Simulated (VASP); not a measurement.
Crystal: As.

```
As
1.0
     0.00000    2.09161    2.09161
     2.09161    0.00000    2.09161
     2.09161    2.09161    0.00000
As
1
Direct
  0.00000 0.00000 0.00000
```

This isn't the form of As at room conditions, which is rhombohedral.

| Property | Result |
| --- | --- |
| Program | VASP 6.6.1 |
| Task | relaxation of cell and atoms |
| Functional | BLYP |
| Potentials or basis | VASP PAW PBE potentials, release 64 (As) |
| Cutoff | 500 eV |
| k mesh | 13 × 13 × 13 |
| Occupations | fermi-dirac, width 0.1 eV |
| Spin | no spin polarisation |

At the start: pressure 13.8 GPa; volume 18.30 Å³/atom.

Problem. Where does the relaxation end?

Solution. Over 5 steps the energy falls by 118.8 meV/atom and the volume is 21.51 Å³/atom (+17.5 %); space group Fm-3m (No. 225, to 0.1 Å) before and after.

The path:
```
step  energy change (eV)  largest force (eV/Å)  pressure (GPa)  volume (Å³)
   1              0.0000                0.0000           13.75        18.30
   2             -0.1060                0.0000           -3.05        22.78
   3             -0.1187                0.0000            0.10        21.47
   4             -0.1187                0.0000           -0.08        21.54
   5             -0.1188                0.0000            0.01        21.51
```

Final structure:
```
As
1.0
     0.00000    2.20731    2.20731
     2.20731    0.00000    2.20731
     2.20731    2.20731    0.00000
As
1
Direct
  0.00000 0.00000 0.00000
```

Caveat: the volume moved by over 15 % at a fixed basis, so the end points are rough; the PAW data sets were made with another functional, which shifts forces and pressure a little.
